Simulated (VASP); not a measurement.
# Ta (Im-3m) in VASP: notebook, part 2 of 2

VASP 6.6.1.

## Step 3: Single point, PBEsol

This run uses another cell than the first one, of 16.91 Å³/atom, 1.020 times its volume.

INCAR

```
SYSTEM = Ta
ALGO     = Normal         ! electronic algorithm
EDIFF    = 1E-6           ! SCF threshold, eV
ENCUT    = 520            ! plane-wave cutoff, eV
GGA      = PS             ! functional
ISIF     = 2              ! what is computed and relaxed
ISMEAR   = -1             ! smearing method
LASPH    = .TRUE.         ! aspherical terms in the spheres
LCHARG   = .FALSE.        ! write CHGCAR
LREAL    = .FALSE.        ! projectors in reciprocal space
LWAVE    = .FALSE.        ! write WAVECAR
NBANDS   = 12             ! bands
NELM     = 80             ! most SCF steps
PREC     = Accurate       ! precision mode
SIGMA    = 0.1            ! smearing width, eV
```

KPOINTS

```
k-points
0
G
  24 24 24
  0 0 0
```

POSCAR

```
Ta
1.0
   -1.6170228539      1.6170228539      1.6170228539
    1.6170228539     -1.6170228539      1.6170228539
    1.6170228539      1.6170228539     -1.6170228539
Ta
1
Direct
    0.0000000000      0.0000000000      0.0000000000
```

Potentials or basis: VASP PAW PBE potentials, release 64 (Ta_pv).

On the command line:

```sh
$ cat potpaw_PBE.64/Ta_pv/POTCAR > POTCAR
$ mpirun -np 1 vasp_std > vasp.out
```

OUTCAR:

```text
SYSTEM = Ta
   EDIFF = 1E-6
   ENCUT = 520
   GGA = PS
   ISIF = 2
   ISMEAR = -1
   LASPH = .TRUE.
   LREAL = .FALSE.
   NELM = 80
   PREC = Accurate

 ion  position               nearest neighbor table
   1  0.000  0.000  0.000-

  LATTYP: Found a body centered cubic cell.
 ALAT       =     3.2340457078

  Lattice vectors:

 A1 = (  -1.6170228539,   1.6170228539,   1.6170228539)
 A2 = (   1.6170228539,  -1.6170228539,   1.6170228539)
 A3 = (   1.6170228539,   1.6170228539,  -1.6170228539)

Analysis of symmetry for initial positions (statically):
=====================================================================
 Subroutine PRICEL returns:
 Original cell was already a primitive cell.

 Routine SETGRP: Setting up the symmetry group for a
 body centered cubic supercell.

 Subroutine GETGRP returns: Found 48 space group operations
 (whereof 48 operations were pure point group operations)
 out of a pool of 48 trial point group operations.

The static configuration has the point symmetry O_h .

Analysis of symmetry for dynamics (positions and initial velocities):
=====================================================================
 Subroutine PRICEL returns:
 Original cell was already a primitive cell.

 Routine SETGRP: Setting up the symmetry group for a
 body centered cubic supercell.

 Subroutine GETGRP returns: Found 48 space group operations
 (whereof 48 operations were pure point group operations)
 out of a pool of 48 trial point group operations.

The dynamic configuration has the point symmetry O_h .

 Subroutine INISYM returns: Found 48 space group operations
 (whereof 48 operations are pure point group operations),
 and found     1 'primitive' translations

----------------------------------------------------------------------------------------

                                     Primitive cell

  volume of cell :      16.9125

  direct lattice vectors                    reciprocal lattice vectors
    -1.617022854  1.617022854  1.617022854     0.000000000  0.309210225  0.309210225
     1.617022854 -1.617022854  1.617022854     0.309210225  0.000000000  0.309210225
     1.617022854  1.617022854 -1.617022854     0.309210225  0.309210225  0.000000000

  length of vectors
     2.800765740  2.800765740  2.800765740     0.437289293  0.437289293  0.437289293

  position of ions in fractional coordinates (direct lattice)
     0.000000000  0.000000000  0.000000000

  ion indices of the primitive-cell ions
   primitive index   ion index
                 1           1

----------------------------------------------------------------------------------------

 KPOINTS: k-points

Automatic generation of k-mesh.
 Grid dimensions read from file:
 generate k-points for:   24   24   24

 Generating k-lattice:

  Cartesian coordinates                     Fractional coordinates (reciprocal lattice)
     0.000000000  0.012883759  0.012883759     0.041666667  0.000000000  0.000000000
     0.012883759  0.000000000  0.012883759     0.000000000  0.041666667  0.000000000
     0.012883759  0.012883759  0.000000000     0.000000000  0.000000000  0.041666667

  Length of vectors
     0.018220387  0.018220387  0.018220387

  Shift w.r.t. Gamma in fractional coordinates (k-lattice)
     0.000000000  0.000000000  0.000000000

 Subroutine IBZKPT returns following result:
 ===========================================

 Found    413 irreducible k-points:

 Following reciprocal coordinates:
            Coordinates               Weight
  0.000000  0.000000  0.000000      1.000000
  0.041667  0.000000  0.000000     12.000000
  0.083333  0.000000  0.000000     12.000000
  0.125000  0.000000  0.000000     12.000000
  0.166667  0.000000  0.000000     12.000000
  0.208333  0.000000  0.000000     12.000000
[... 16 lines left out ...]
  0.416667  0.041667  0.000000     48.000000
  0.458333  0.041667  0.000000     48.000000
 [... further k-points ...]
   k-points           NKPTS =    413   k-points in BZ     NKDIM =    413   number of bands    NBANDS=     12
   number of dos      NEDOS =    301   number of ions     NIONS =      1
   total plane-waves  NPLWV =  13824
   dimension x,y,z NGX =    24 NGY =   24 NGZ =   24
   dimension x,y,z NGXF=    48 NGYF=   48 NGZF=   48
   ions per type =               1
   NGX,Y,Z   is equivalent  to a cutoff of  14.25, 14.25, 14.25 a.u.
   NGXF,Y,Z  is equivalent  to a cutoff of  28.49, 28.49, 28.49 a.u.
 SYSTEM =  Ta
   PREC   = accura    normal or accurate (medium, high low for compatibility)
   ISTART =      0    job   : 0-new  1-cont  2-samecut
   ICHARG =      2    charge: 1-file 2-atom 10-const
   ISPIN  =      1    spin polarized calculation?
   LNONCOLLINEAR =      F non collinear calculations
   LSORBIT =      F    spin-orbit coupling
   LASPH  =      T    aspherical Exc in radial PAW
   ENCUT  =  520.0 eV  38.22 Ry    6.18 a.u.   5.21  5.21  5.21*2*pi/ulx,y,z
   NELM   =     80;   NELMIN=  2; NELMDL= -5     # of ELM steps
   EDIFF  = 0.1E-05   stopping-criterion for ELM
   LREAL  =      F    real-space projection
[... 7 lines left out ...]
   TEBEG  =    0.0;   TEEND  =   0.0 temperature during run
   PSTRESS=    0.0 pullay stress
   NELECT =      11.0000    total number of electrons
   NUPDOWN=      -1.0000    fix difference up-down
   EMIN   =  10.00;   EMAX   =-10.00  energy-range for DOS
   EFERMI =   0.00;   METHOD = LEGACY
   ISMEAR =    -1;   SIGMA  =   0.10  broadening in eV -4-tet -1-fermi 0-gaus
   EFERMI_NEDOS =   21; number of points for ismear=-14 and -15
   IALGO  =     38    algorithm
   IMIX   =      4    mixing-type and parameters
     AMIX     =   0.40;   BMIX     =  1.00
     AMIX_MAG =   1.60;   BMIX_MAG =  1.00
  volume/ion in A,a.u.               =      16.91       114.13
  Fermi-wavevector in a.u.,A,eV,Ry     =   1.418414  2.680413 27.373525  2.011897
  Thomas-Fermi vector in A             =   2.539542
   LORBIT       =      0    0 simple, 1 ext, 2 COOP (PROOUT), +10 PAW based schemes
   GGA     = PS    functional components
   LHFCALC =     F    Hartree Fock is set to
   AEXX    =    0.0000 exact exchange contribution
   IVDW    =     0    specifies the selected vdW correction
   LEPSILON=     F    determine dielectric tensor
   LRPA    =     F    only Hartree local field effects (RPA)
 non-spin polarized calculation
  energy-cutoff  :      520.00
  volume of cell :       16.91
 maximum number of plane-waves:       470
 NGX is ok and might be reduce to    24
   NGX = 11   NGY = 11   NGZ = 11

 number of electron      10.9999998 magnetization

 Free energy of the ion-electron system (eV)
  ---------------------------------------------------
  ext. energy  EPLUGINS =         0.00000000
  ---------------------------------------------------
  free energy    TOTEN  =       -12.54801644 eV

  energy without entropy =      -12.50782697  energy(sigma->0) =      -12.52792171

 E-fermi :   5.8428     XC(G=0): -13.0539

 val. band max:        5.8397485532   @ k =  -0.3333   0.3750   0.0417
 cond. band min:       5.8475878276   @ k =  -0.3333   0.3333   0.1667
 fundamental gap:      0.0078392744
 Fermi energy:         5.8428480685

 k-point     1 :       0.0000    0.0000    0.0000
  band No.  band energies     occupation
      1     -26.9293      2.00000
      2     -26.9293      2.00000
      3     -26.9293      2.00000
      4      -2.3278      2.00000
      5       6.5553      0.00161
      6       6.5553      0.00161
      7       6.5553      0.00161
      8      10.0547      0.00000
      9      10.0547      0.00000
     10      20.7227      0.00000
     11      21.1783      0.00000
     12      21.1783      0.00000

 k-point     2 :       0.0417    0.0000    0.0000
  band No.  band energies     occupation
      1     -26.9567      2.00000
      2     -26.9375      2.00000
      3     -26.9295      2.00000
      4      -2.2428      2.00000
      5       6.4989      0.00283
      6       6.5407      0.00186
      7       6.6384      0.00070
      8       9.9568      0.00000
      9      10.0541      0.00000
     10      20.7226      0.00000
     11      21.2582      0.00000
     12      21.3256      0.00000
[... 316 lines left out ...]
 k-point    24 :       0.4583    0.0417    0.0000
  band No.  band energies     occupation
      1     -28.3638      2.00000
      2     -27.3978      2.00000
      3     -26.9518      2.00000
      4       1.2230      2.00000
      5       4.1129      2.00000
      6       7.5780      0.00000
      7       9.9551      0.00000
      8      11.1420      0.00000
      9      14.2888      0.00000
     10      18.2529      0.00000
     11      18.5697      0.00000
     12      20.7496      0.00000

 [... further k-points ...]

------------------------ aborting loop because EDIFF is reached ----------------------------------------

  FORCE on cell =-STRESS in cart. coord.  units (eV):
  Direction    XX          YY          ZZ          XY          YZ          ZX
  --------------------------------------------------------------------------------------
  -------------------------------------------------------------------------------------
  Total        1.0843656      1.0843656      1.0843656     -0.0000000     -0.0000000     -0.0000000
  in kB      102.7254013    102.7254013    102.7254013     -0.0000000     -0.0000000     -0.0000000
  external PRESSURE =     102.7254013 kB  Pullay stress =       0.0000000 kB

 VOLUME and BASIS-vectors are now :
 -----------------------------------------------------------------------------
  energy-cutoff  :      520.00
  volume of cell :       16.91
      direct lattice vectors                 reciprocal lattice vectors
    -1.617022854  1.617022854  1.617022854     0.000000000  0.309210225  0.309210225
     1.617022854 -1.617022854  1.617022854     0.309210225  0.000000000  0.309210225
     1.617022854  1.617022854 -1.617022854     0.309210225  0.309210225  0.000000000

 POSITION                                       TOTAL-FORCE (eV/Angst)
 -----------------------------------------------------------------------------------
      0.00000      0.00000      0.00000        -0.000000     -0.000000      0.000000
 -----------------------------------------------------------------------------------
    total drift:                                0.000000      0.000000      0.000000

  FREE ENERGIE OF THE ION-ELECTRON SYSTEM (eV)
  ---------------------------------------------------
  free  energy   TOTEN  =       -12.5480164403 eV

  energy  without entropy=      -12.5078269719  energy(sigma->0) =      -12.52792171
```

It took 85 s on 1 thread of AMD EPYC 7R43 (Zen 3), shared host; peak memory 0.17 GiB.

Results:

```yaml
Free_energy: -12.5480 eV
Pressure: 10.3 GPa
```

Caveat: the PAW data sets were made with another functional, which shifts forces and pressure a little; spin-orbit coupling is left out, which moves the levels of the heavy elements.

## Step 4: Single point, PBEsol

This run uses another cell than the first one, of 17.12 Å³/atom, 1.033 times its volume.

INCAR

```
SYSTEM = Ta
PREC = Accurate
ENCUT = 520
EDIFF = 1E-6
ISMEAR = -1
SIGMA = 0.1
LREAL = .False.
LASPH = .True.
NELM = 60
ALGO = Normal
ISIF = 2
LWAVE = .False.
LCHARG = .False.
GGA = PS
NBANDS = 12
```

KPOINTS

```
regular mesh
0
Gamma
  24 24 24
  0 0 0
```

POSCAR

```
Ta
1.0
   -1.6237004834      1.6237004834      1.6237004834
    1.6237004834     -1.6237004834      1.6237004834
    1.6237004834      1.6237004834     -1.6237004834
Ta
1
Direct
    0.0000000000      0.0000000000      0.0000000000
```

On the command line:

```sh
$ cat potpaw_PBE.64/Ta_pv/POTCAR > POTCAR
$ mpirun -np 1 vasp_std > vasp.out
```

It took 94 s on 1 thread of AMD EPYC 7R43 (Zen 3), shared host; peak memory 0.18 GiB.

Results (log left out):

```yaml
Free_energy: -12.5596 eV
Pressure: 7.3 GPa
```

Levels at points of the mesh, in eV from the Fermi level:
```tsv
k point	band 4	band 5	band 6	band 7	band 8	band 9
(0.00, 0.00, 0.00)	-8.13	0.71	0.71	0.71	4.17	4.17
(0.50, 0.00, 0.00)	-4.63	-1.71	1.86	4.08	5.17	8.32
(0.50, 0.50, 0.50)	-4.13	-4.13	7.26	7.26	7.26	9.14
```

Caveat: the PAW data sets were made with another functional, which shifts forces and pressure a little; spin-orbit coupling is left out, which moves the levels of the heavy elements.

## Step 5: Summary

```tsv
cell	gap on the mesh (eV)	pressure (GPa)
a = 2.782 Å, angles 109.5°, 1 atom	none	15.3
a = 2.801 Å, angles 109.5°, 1 atom	none	10.3
a = 2.812 Å, angles 109.5°, 1 atom	none	7.3
```

Alike in all rows: task single point; level PBEsol; potentials or basis VASP PAW PBE potentials, release 64 (Ta_pv); no spin polarisation; k mesh 24 × 24 × 24; cutoff (eV) 520; smearing fermi-dirac 0.1 eV.

Caveats: the PAW data sets were made with another functional, which shifts forces and pressure a little; spin-orbit coupling is left out, which moves the levels of the heavy elements.

Absolute energies hang on the potentials; compare differences alone.
